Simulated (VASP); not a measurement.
# TiO2 (I4_1/amd) in VASP: further runs, part 2 of 2

VASP 6.6.1. The steps go on from the part before.

### Step 4. Single point, PBEsol (11.81 Å³/atom)

This run uses another cell than the first one, of 11.81 Å³/atom.

File INCAR:

```
ALGO = Normal
EDIFF = 1E-6
ENCUT = 520
GGA = PS
ISIF = 2
ISMEAR = -1
LASPH = True
LCHARG = False
LREAL = False
LWAVE = False
NBANDS = 33
NELM = 80
PREC = Accurate
SIGMA = 0.05
```

File KPOINTS:

```
k-points
0
Gamma
  10 10 10
```

File POSCAR:

```
TiO2
1.0
   -1.9169989080      1.9169989080      4.8199032318
    1.9169989080     -1.9169989080      4.8199032318
    1.9169989080      1.9169989080     -4.8199032318
Ti O
2 4
Direct
    0.7500000000      0.2500000000      0.5000000000
    0.0000000000      0.0000000000      0.0000000000
    0.7919000000      0.7919000000      0.0000000000
    0.5419000000      0.0419000000      0.5000000000
    0.9581000000      0.4581000000      0.5000000000
    0.2081000000      0.2081000000      0.0000000000
```

Potentials or basis: VASP PAW PBE potentials, release 64 (Ti_sv, O).

Launch:

```bash
> cat potpaw_PBE.64/Ti_sv/POTCAR potpaw_PBE.64/O/POTCAR > POTCAR
> mpirun -np 1 vasp_std > vasp.out
```

OUTCAR:

```text
EDIFF = 1E-6
   ENCUT = 520
   GGA = PS
   ISIF = 2
   ISMEAR = -1
   LASPH = True
   LREAL = False
   NELM = 80
   PREC = Accurate

 ion  position               nearest neighbor table
   1  0.750  0.250  0.500-   3 1.96   6 1.96   3 1.96   6 1.96   5 2.01   4 2.01
   2  0.000  0.000  0.000-   4 1.96   5 1.96   4 1.96   5 1.96   3 2.01   6 2.01
   3  0.792  0.792  0.000-   1 1.96   1 1.96   2 2.01
   4  0.542  0.042  0.500-   2 1.96   2 1.96   1 2.01
   5  0.958  0.458  0.500-   2 1.96   2 1.96   1 2.01
   6  0.208  0.208  0.000-   1 1.96   1 1.96   2 2.01

  LATTYP: Found a body centered tetragonal cell.
 ALAT       =     3.8339978160
 C/A-ratio  =     2.5142962845

  Lattice vectors:

 A1 = (  -1.9169989080,   1.9169989080,   4.8199032318)
 A2 = (   1.9169989080,  -1.9169989080,   4.8199032318)
 A3 = (   1.9169989080,   1.9169989080,  -4.8199032318)

Analysis of symmetry for initial positions (statically):
=====================================================================
 Subroutine PRICEL returns:
 Original cell was already a primitive cell.

[... 183 lines left out ...]
 fundamental gap:      1.9791663592
 Fermi energy:         3.9538895066

 k-point     1 :       0.0000    0.0000    0.0000
  band No.  band energies     occupation
      1     -53.3570      2.00000
      2     -53.3049      2.00000
      3     -29.8869      2.00000
      4     -29.6736      2.00000
      5     -29.6736      2.00000
      6     -29.6100      2.00000
[... 853 lines left out ...]
     32       9.1358      0.00000
     33       9.9579      0.00000

 [... further k-points ...]

------------------------ aborting loop because EDIFF is reached ----------------------------------------

  FORCE on cell =-STRESS in cart. coord.  units (eV):
  Direction    XX          YY          ZZ          XY          YZ          ZX
  --------------------------------------------------------------------------------------
  -------------------------------------------------------------------------------------
  Total       -3.7308210     -3.7308210     -3.5183851      0.0000000     -0.0000000      0.0000000
  in kB      -84.3670672    -84.3670672    -79.5631406      0.0000000     -0.0000000      0.0000000
  external PRESSURE =     -82.7657584 kB  Pullay stress =       0.0000000 kB

 VOLUME and BASIS-vectors are now :
 -----------------------------------------------------------------------------
  energy-cutoff  :      520.00
  volume of cell :       70.85
      direct lattice vectors                 reciprocal lattice vectors
    -1.916998908  1.916998908  4.819903232     0.000000000  0.260824353  0.103736522
     1.916998908 -1.916998908  4.819903232     0.260824353  0.000000000  0.103736522
     1.916998908  1.916998908 -4.819903232     0.260824353  0.260824353  0.000000000

 POSITION                                       TOTAL-FORCE (eV/Angst)
 -----------------------------------------------------------------------------------
      0.00000      1.91700      2.40995        -0.000000     -0.000000     -0.000000
      0.00000      0.00000      0.00000        -0.000000     -0.000000     -0.000000
      0.00000      0.00000      7.63376         0.000000     -0.000000      0.209790
      0.00000      1.91700      0.40391        -0.000000      0.000000      0.209790
      0.00000      1.91700      4.41600        -0.000000      0.000000     -0.209790
      0.00000      0.00000      2.00604         0.000000     -0.000000     -0.209790
 -----------------------------------------------------------------------------------
    total drift:                                0.000000      0.000000      0.000000

  FREE ENERGIE OF THE ION-ELECTRON SYSTEM (eV)
  ---------------------------------------------------
  free  energy   TOTEN  =       -56.1452198739 eV

  energy  without entropy=      -56.1452198738  energy(sigma->0) =      -56.14521987
```

OSZICAR:

```text
N       E                     dE             d eps       ncg     rms          rms(c)
DAV:   1     0.651137600563E+03    0.65114E+03   -0.24068E+04  6732   0.167E+03
DAV:   2     0.251303525872E+02   -0.62601E+03   -0.57718E+03  7479   0.501E+02
DAV:   3    -0.679483323415E+02   -0.93079E+02   -0.91552E+02  9155   0.188E+02
DAV:   4    -0.726070465840E+02   -0.46587E+01   -0.46488E+01 10261   0.405E+01
DAV:   5    -0.727795288682E+02   -0.17248E+00   -0.17246E+00  8675   0.598E+00    0.307E+01
DAV:   6    -0.565578214847E+02    0.16222E+02   -0.76124E+01  9431   0.861E+01    0.113E+01
DAV:   7    -0.564639901377E+02    0.93831E-01   -0.14910E+01  8997   0.324E+01    0.910E+00
DAV:   8    -0.562357837671E+02    0.22821E+00   -0.58432E-01  8837   0.693E+00    0.597E+00
DAV:   9    -0.561951513532E+02    0.40632E-01   -0.76000E-01  9469   0.956E+00    0.225E+00
DAV:  10    -0.561622826780E+02    0.32869E-01   -0.38363E-01  9374   0.595E+00    0.113E+00
DAV:  11    -0.561460268776E+02    0.16256E-01   -0.69209E-02  8534   0.168E+00    0.463E-01
DAV:  12    -0.561457326595E+02    0.29422E-03   -0.92906E-03  8391   0.114E+00    0.181E-01
DAV:  13    -0.561452326688E+02    0.49999E-03   -0.10347E-03  9207   0.371E-01    0.404E-02
DAV:  14    -0.561452209999E+02    0.11669E-04   -0.22890E-04  9547   0.166E-01    0.250E-02
DAV:  15    -0.561452200446E+02    0.95522E-06   -0.44961E-05  9132   0.667E-02    0.831E-03
DAV:  16    -0.561452198739E+02    0.17070E-06   -0.45722E-06  7358   0.150E-02
   1 F= -.56145220E+02 E0= -.56145220E+02  d E =-.125772E-09
```

stdout:

```text
POSCAR found type information on POSCAR TiO
 POSCAR found :  2 types and       6 ions
 scaLAPACK will be used
 -----------------------------------------------------------------------------
|                                                                             |
|                                                                             |
|     You enforced a specific xc type in the INCAR file but a different       |
|     I HOPE YOU KNOW WHAT YOU ARE DOING!                                     |
|                                                                             |
 -----------------------------------------------------------------------------

 LDA part: xc-table for (Slater+PW92), standard interpolation
 POSCAR, INCAR and KPOINTS ok, starting setup
 FFT: planning ... GRIDC
 FFT: planning ... GRID_SOFT
 FFT: planning ... GRID
 WAVECAR not read
 entering main loop
```

Wall time 6.9 min (1 thread of Intel Xeon Platinum 8259CL at 2.50GHz (Skylake/Cascade Lake), shared host); peak memory 0.37 GiB.

Results:

```yaml
Free_energy: -56.1452 eV
Pressure: -8.3 GPa
Largest_force: 0.210 eV/Å
Band_gap_on_the_k_mesh: 1.98 eV (least direct gap 2.31 eV)
```

Forces in eV/Å, atoms in the order of the input:
```
Ti   0.000  0.000  0.000
Ti   0.000  0.000  0.000
O    0.000  0.000  0.210
O    0.000  0.000  0.210
O    0.000  0.000 -0.210
O    0.000  0.000 -0.210
```

Stress tensor (GPa, compression positive):
```
-8.44  0.00  0.00
 0.00 -8.44  0.00
 0.00  0.00 -7.96
```

Caveat: the cell stands under tension; the PAW data sets were made with another functional, which shifts forces and pressure a little.

### Step 5. Summary

```tsv
level	potentials or basis	cell	gap on the mesh (eV)	pressure (GPa)	largest force (eV/Å)
LDA	VASP PAW LDA potentials, release 64 (Ti_sv, O)	a = 5.347 Å, angles 139.4, 139.4, 58.7°, 6 atoms	2.13	9.5	0.31
RPBE	VASP PAW PBE potentials, release 64 (Ti_sv, O)	a = 5.384 Å, angles 139.4, 139.4, 58.7°, 6 atoms	2.25	20.9	0.45
PBEsol	VASP PAW PBE potentials, release 64 (Ti_sv, O)	a = 5.530 Å, angles 139.4, 139.4, 58.7°, 6 atoms	1.98	-8.3	0.21
```

Alike in all rows: task single point; no spin polarisation; k mesh 10 × 10 × 10; cutoff (eV) 520; smearing fermi-dirac 0.05 eV.

Caveats: the cell stands under pressure (at least some runs); the PAW data sets were made with another functional, which shifts forces and pressure a little (at least some runs); the cell stands under tension (at least some runs).

Absolute energies hang on the potentials; compare differences alone.
